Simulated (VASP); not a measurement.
# LuH2 (Fm-3m) in VASP: notebook, part 2 of 2

VASP 6.6.1. The steps go on from the part before.

**4. Relaxation of cell and atoms, PBEsol**

This run uses another cell than the first one, of 10.62 Å³/atom, 1.046 times its volume.

Contents of INCAR:

```
SYSTEM = LuH2
PREC = Accurate
ENCUT = 600
EDIFF = 1E-6
ISMEAR = -1
SIGMA = 0.05
LREAL = .FALSE.
LASPH = .TRUE.
NELM = 100
ALGO = Normal
ISIF = 3
LWAVE = .FALSE.
LCHARG = .FALSE.
GGA = PS
IBRION = 2
NSW = 100
EDIFFG = -0.002
```

Contents of KPOINTS:

```
regular mesh
0
G
  12 12 12
  0 0 0
```

Contents of POSCAR:

```
LuH2
1.0
    0.0000000000      2.5165000000      2.5165000000
    2.5165000000      0.0000000000      2.5165000000
    2.5165000000      2.5165000000      0.0000000000
Lu H
1 2
Direct
    0.0000000000      0.0000000000      0.0000000000
    0.2500000000      0.2500000000      0.2500000000
    0.7500000000      0.7500000000      0.7500000000
```

Potentials or basis: VASP PAW PBE potentials, release 64 (Lu, H).

Command:

```bash
cat potpaw_PBE.64/Lu/POTCAR potpaw_PBE.64/H/POTCAR > POTCAR
mpirun -np 1 vasp_std > vasp.out
```

OUTCAR:

```text
SYSTEM = LuH2
   PREC = Accurate
   ENCUT = 600
   EDIFF = 1E-6
   ISMEAR = -1
   LREAL = .FALSE.
   LASPH = .TRUE.
   NELM = 100
   ISIF = 3
   GGA = PS
   IBRION = 2
   NSW = 100
   EDIFFG = -0.002

 ion  position               nearest neighbor table
   1  0.000  0.000  0.000-   3 2.18   3 2.18   3 2.18   2 2.18   2 2.18   2 2.18   3 2.18   2 2.18

   2  0.250  0.250  0.250-   1 2.18   1 2.18   1 2.18   1 2.18
   3  0.750  0.750  0.750-   1 2.18   1 2.18   1 2.18   1 2.18

  LATTYP: Found a face centered cubic cell.
 ALAT       =     5.0330000000

  Lattice vectors:

 A1 = (   0.0000000000,   2.5165000000,   2.5165000000)
 A2 = (   2.5165000000,   0.0000000000,   2.5165000000)
 A3 = (   2.5165000000,   2.5165000000,   0.0000000000)

Analysis of symmetry for initial positions (statically):
=====================================================================
 Subroutine PRICEL returns:
 Original cell was already a primitive cell.

 Routine SETGRP: Setting up the symmetry group for a
 face centered cubic supercell.

 Subroutine GETGRP returns: Found 48 space group operations
 (whereof 48 operations were pure point group operations)
 out of a pool of 48 trial point group operations.

The static configuration has the point symmetry O_h .

Analysis of symmetry for dynamics (positions and initial velocities):
=====================================================================
 Subroutine PRICEL returns:
 Original cell was already a primitive cell.

 Routine SETGRP: Setting up the symmetry group for a
 face centered cubic supercell.

 Subroutine GETGRP returns: Found 48 space group operations
 (whereof 48 operations were pure point group operations)
 out of a pool of 48 trial point group operations.

The dynamic configuration has the point symmetry O_h .

 Subroutine INISYM returns: Found 48 space group operations
[... 133 lines left out ...]
  volume of cell :       31.87
 maximum number of plane-waves:      1090
   NGX = 15   NGY = 15   NGZ = 15

--------------------------------------- Ionic step        1  -------------------------------------------

 number of electron      27.0000002 magnetization

 Free energy of the ion-electron system (eV)
  ---------------------------------------------------
  ext. energy  EPLUGINS =         0.00000000
  ---------------------------------------------------
  free energy    TOTEN  =       -13.69157358 eV

  energy without entropy =      -13.68789036  energy(sigma->0) =      -13.68973197

------------------------ aborting loop because EDIFF is reached ----------------------------------------

  FORCE on cell =-STRESS in cart. coord.  units (eV):
  Direction    XX          YY          ZZ          XY          YZ          ZX
  --------------------------------------------------------------------------------------
  -------------------------------------------------------------------------------------
  Total       -0.7307416     -0.7307416     -0.7307416     -0.0000000      0.0000000     -0.0000000
  in kB      -36.7327627    -36.7327627    -36.7327627     -0.0000000      0.0000000     -0.0000000
  external PRESSURE =     -36.7327627 kB  Pullay stress =       0.0000000 kB
[... 92 lines left out ...]
  FREE ENERGIE OF THE ION-ELECTRON SYSTEM (eV)
  ---------------------------------------------------
  free  energy   TOTEN  =       -13.7066116879 eV

  energy  without entropy=      -13.7030007863  energy(sigma->0) =      -13.70480624

[... ionic steps 4 to 12 ...]

--------------------------------------- Ionic step       13  -------------------------------------------

 number of electron      26.9999997 magnetization

------------------------ aborting loop because EDIFF is reached ----------------------------------------
[... 69 lines left out ...]
--------------------------------------- Ionic step       15  -------------------------------------------

 number of electron      26.9999997 magnetization

 Free energy of the ion-electron system (eV)
  ---------------------------------------------------
  ext. energy  EPLUGINS =         0.00000000
  ---------------------------------------------------
  free energy    TOTEN  =       -13.70661870 eV

  energy without entropy =      -13.70300919  energy(sigma->0) =      -13.70481395

 E-fermi :   2.6057     XC(G=0): -11.3908

 val. band max:        2.5599956981   @ k =   0.5000   0.2500   0.0833
 cond. band min:       2.8361536051   @ k =  -0.2500   0.2500   0.0833
 fundamental gap:      0.2761579071
 Fermi energy:         2.6056743577

 k-point     1 :       0.0000    0.0000    0.0000
  band No.  band energies     occupation
      1     -53.3423      2.00000
      2     -23.8413      2.00000
      3     -23.8413      2.00000
      4     -23.8413      2.00000
      5      -6.7667      2.00000
      6      -2.4679      2.00000
[... 457 lines left out ...]
      4     -23.9231      2.00000
      5      -3.5665      2.00000
      6      -2.4529      2.00000
[... 9 lines left out ...]
     16       8.0279      0.00000
     17       8.1223      0.00000

 [... further k-points ...]
[... 5 lines left out ...]
  --------------------------------------------------------------------------------------
  -------------------------------------------------------------------------------------
  Total        0.0056327      0.0056327      0.0056327      0.0000000      0.0000000     -0.0000000
  in kB        0.2948675      0.2948675      0.2948675      0.0000000      0.0000000     -0.0000000
  external PRESSURE =       0.2948675 kB  Pullay stress =       0.0000000 kB
[... 18 lines left out ...]
  FREE ENERGIE OF THE ION-ELECTRON SYSTEM (eV)
  ---------------------------------------------------
  free  energy   TOTEN  =       -13.7066187037 eV

  energy  without entropy=      -13.7030091917  energy(sigma->0) =      -13.70481395

 reached required accuracy - stopping structural energy minimisation
```

Wall time 4.4 min (1 thread of AMD EPYC 9R45 (Zen 5), shared host); peak memory 0.18 GiB.

What came out:

- Free energy: -13.7066 eV
- Relaxed volume: 10.20 Å³/atom
- Relaxed cell: a = 3.511 Å, b = 3.511 Å, c = 3.511 Å, α = 60.00°, β = 60.00°, γ = 60.00°
- Space group after relaxing (to 0.05 Å): Fm-3m (No. 225)
- Energy gained by relaxing: 5.0 meV/atom
- Ionic steps: 15
- Pressure after relaxing: 0.0 GPa

The path:
```tsv
step	energy change (eV)	largest force (eV/Å)	pressure (GPa)	volume (Å³)
1	0.0000	0.0000	-3.67	31.87
2	-0.0148	0.0000	-0.45	30.76
3	-0.0150	0.0000	-0.07	30.63
4	-0.0150	0.0000	-0.07	30.61
5	-0.0150	0.0000	0.13	30.56
6	-0.0150	0.0000	0.14	30.58
7	-0.0150	0.0000	0.04	30.62
8	-0.0150	0.0000	-0.06	30.64
9	-0.0150	0.0000	-0.11	30.63
10	-0.0150	0.0000	-0.17	30.62
11	-0.0150	0.0000	-0.04	30.62
12	-0.0150	0.0000	-0.05	30.61
13	-0.0150	0.0000	0.09	30.57
14	-0.0150	0.0000	0.09	30.60
15	-0.0150	0.0000	0.03	30.61
```

Final structure:
```
Lu H
1.0
     0.00000    2.48270    2.48270
     2.48270    0.00000    2.48270
     2.48270    2.48270    0.00000
Lu H
1 2
Direct
  0.00000 0.00000 0.00000
  0.25000 0.25000 0.25000
  0.75000 0.75000 0.75000
```

Levels at points of the mesh, in eV from the Fermi level:
```tsv
k point	band 11	band 12	band 13	band 14	band 15	band 16
(0.00, 0.00, 0.00)	-4.65	-4.65	-0.26	1.47	1.47	1.47
(0.50, 0.00, 0.00)	-4.67	-4.65	-3.71	1.55	1.55	5.11
(0.50, 0.50, 0.00)	-4.68	-4.68	-3.76	-2.35	6.26	6.35
```

Caveat: the PAW data sets were made with another functional, which shifts forces and pressure a little; spin-orbit coupling is left out, which moves the levels of the heavy elements.
